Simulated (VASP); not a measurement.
A run of VASP 6.6.1 is set up as follows.

Contents of INCAR:

```
PREC = Accurate
ENCUT = 1340
EDIFF = 1E-6
ISMEAR = -1
SIGMA = 0.05
LREAL = F
LASPH = T
NELM = 120
ALGO = Normal
ISIF = 2
LWAVE = F
LCHARG = T
GGA = PE
LELF = T
LVHAR = T
NBANDS = 26
GGA_COMPAT = F
```

The input KPOINTS:

```
regular mesh
0
Gamma
  5 5 3
```

File POSCAR:

```
ZnO
1.0
    3.2493080000      0.0000000000      0.0000000000
   -1.6246540000      2.8139832727      0.0000000000
    0.0000000000      0.0000000000      5.2057090000
Zn O
2 2
Direct
    0.6666666667      0.3333333333      0.0000000000
    0.3333333333      0.6666666667      0.5000000000
    0.3333333333      0.6666666667      0.8790100000
    0.6666666667      0.3333333333      0.3790100000
```

Potentials or basis: VASP PAW PBE potentials, release 64 (Zn, O_h).

Run with:

```bash
$ cat potpaw_PBE.64/Zn/POTCAR potpaw_PBE.64/O_h/POTCAR > POTCAR
$ mpirun -np 1 vasp_std > vasp.out
```

Task: Predict the pressure.

Result: 5.8 GPa.

Task: Predict the band gap on the k mesh.

Result: 0.79 eV.

Task: Predict the largest force.

Result: 0.073 eV/Å.

Forces on the atoms (eV/Å):
```
Zn   0.000  0.000 -0.073
Zn   0.000  0.000 -0.073
O    0.000  0.000  0.073
O    0.000  0.000  0.073
```

Caveat: the k points lie up to 0.45 Å⁻¹ apart; semilocal functionals underestimate gaps, and a narrow one can read as zero. PBE gaps usually lie below the measured ones, often by a third to a half.
